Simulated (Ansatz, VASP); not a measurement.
BN in VASP and in Ansatz

File INCAR:

```
PREC = Accurate
ENCUT = 520
EDIFF = 1E-6
ISMEAR = 0
SIGMA = 0.05
LREAL = F
LASPH = T
NELM = 100
ALGO = Normal
ISIF = 2
LWAVE = F
LCHARG = F
GGA = PE
NBANDS = 11
```

The input KPOINTS:

```
Automatic mesh
0
Gamma
  12 12 12
```

Contents of POSCAR:

```
BN
1.0
    0.0000000000      1.6952128822      1.7579725005
    1.7579725005      0.0000000000      1.7579725005
    1.7579725005      1.6952128822      0.0000000000
B N
1 1
Direct
    0.0000000000      0.0000000000      0.0000000000
    0.7500000000      0.7500000000      0.7500000000
```

Input for Ansatz:

```yaml
crystal:
  lattice:
    - [0.0, 1.6952128822, 1.7579725005]
    - [1.7579725005, 0.0, 1.7579725005]
    - [1.7579725005, 1.6952128822, 0.0]
  atoms:
    - { symbol: B, position: [0.0, 0.0, 0.0] }
    - { symbol: "N", position: [0.75, 0.75, 0.75] }
basis:
  ecutwfc: 520.0
kpoints:
  mp_grid: { grid: [12, 12, 12] }
hamiltonian:
  xc: pbe
scf:
  occupations: { method: gaussian, width: 0.05 }
output:
  forces: true
  stress: true
  eigenvalues: true
```

Alike in both runs: task single point; functional PBE; k mesh 12 × 12 × 12; occupations gaussian, width 0.05 eV; no spin polarisation.

```csv
,VASP,Ansatz
version,VASP 6.6.1,Ansatz 0.2.0
potentials or method,"VASP PAW PBE potentials, release 64 (B, N), cutoff 520 eV","scalar-relativistic, plane waves, PAW"
valence electrons in the cell,8,8
```

```tsv
	VASP	Ansatz	Ansatz less VASP
gap on the k mesh at the Fermi level (eV)	3.87	3.89	+0.017
least direct gap on the mesh (eV)	8.98	9.00	+0.015
```
